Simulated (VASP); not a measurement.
Ti:

```
Ti
1.0
     0.00000    2.06500    2.06500
     2.06500    0.00000    2.06500
     2.06500    2.06500    0.00000
Ti
1
Direct
  0.00000 0.00000 0.00000
```

This isn't the form of Ti at room conditions, which is hcp.

| Item | Value |
| --- | --- |
| Program | VASP 6.6.1 |
| Task | relaxation of cell and atoms |
| Functional | PBEsol |
| Potentials or basis | VASP PAW PBE potentials, release 64 (Ti_sv) |
| Cutoff | 500 eV |
| k mesh | 10 × 10 × 10 |
| Occupations | fermi-dirac, width 0.1 eV |
| Spin | no spin polarisation |

At the start: pressure -5.6 GPa; volume 17.61 Å³/atom.

Task: Where does the relaxation end?

Result: Over 3 steps the energy falls by 17.2 meV/atom and the volume is 16.68 Å³/atom (-5.3 %); space group Fm-3m (No. 225, to 0.1 Å) before and after.

The path:
| step | energy change (eV) | largest force (eV/Å) | pressure (GPa) | volume (Å³) |
| --- | --- | --- | --- | --- |
| 1 | 0.0000 | 0.0000 | -5.64 | 17.61 |
| 2 | -0.0091 | 0.0000 | 4.42 | 16.08 |
| 3 | -0.0172 | 0.0000 | -0.02 | 16.68 |

Final structure:
```
Ti
1.0
     0.00000    2.02785    2.02785
     2.02785    0.00000    2.02785
     2.02785    2.02785    0.00000
Ti
1
Direct
  0.00000 0.00000 0.00000
```

Caveat: the PAW data sets were made with another functional, which shifts forces and pressure a little.
